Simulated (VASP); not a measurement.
Set up this calculation in VASP 6.6.1, as the native input.

```
Task                   : single point
Functional             : PBE
Potentials or basis    : VASP PAW PBE potentials, release 64 (Si, O)
Cutoff                 : 520 eV
k mesh                 : 6 × 6 × 8
Occupations            : methfessel-paxton, width 0.02 eV
Spin                   : no spin polarisation
Dipole correction      : no
Further INCAR settings : ALGO = Normal; EDIFF = 1e-06; NBANDS = 25
```

The structure of SiO2 lies in POSCAR:

```
SiO2
1.0
    4.2362120771      0.0000000000      0.0000000000
    0.0000000000      4.2362120771      0.0000000000
    0.0000000000      0.0000000000      2.6904867038
Si O
2 4
Direct
    0.0000000000      0.0000000000      0.0000000000
    0.5000000000      0.5000000000      0.5000000000
    0.3069718608      0.3069718608      0.0000000000
    0.1930281392      0.8069718608      0.5000000000
    0.6930281392      0.6930281392      0.0000000000
    0.8069718608      0.1930281392      0.5000000000
```

The input as run:

INCAR

```
ALGO = Normal
EDIFF = 1E-6
ENCUT = 520
GGA = PE
ISIF = 2
ISMEAR = 1
LASPH = True
LCHARG = True
LELF = True
LREAL = False
LVHAR = True
LWAVE = False
NBANDS = 25
NELM = 60
PREC = Accurate
SIGMA = 0.02
```

KPOINTS

```
k-points
0
Gamma
  6 6 8
```

Potentials or basis: VASP PAW PBE potentials, release 64 (Si, O).

The run is started by

```sh
$ cat potpaw_PBE.64/Si/POTCAR potpaw_PBE.64/O/POTCAR > POTCAR
$ mpirun -np 1 vasp_std > vasp.out
```

Results of the run:

- Pressure: 0.1 GPa
- Largest force: 0.016 eV/Å
- Band gap on the k mesh: 5.02 eV

It took 62 s on 1 thread of Intel Xeon 8259CL (shared host), peak memory 0.18 GiB.
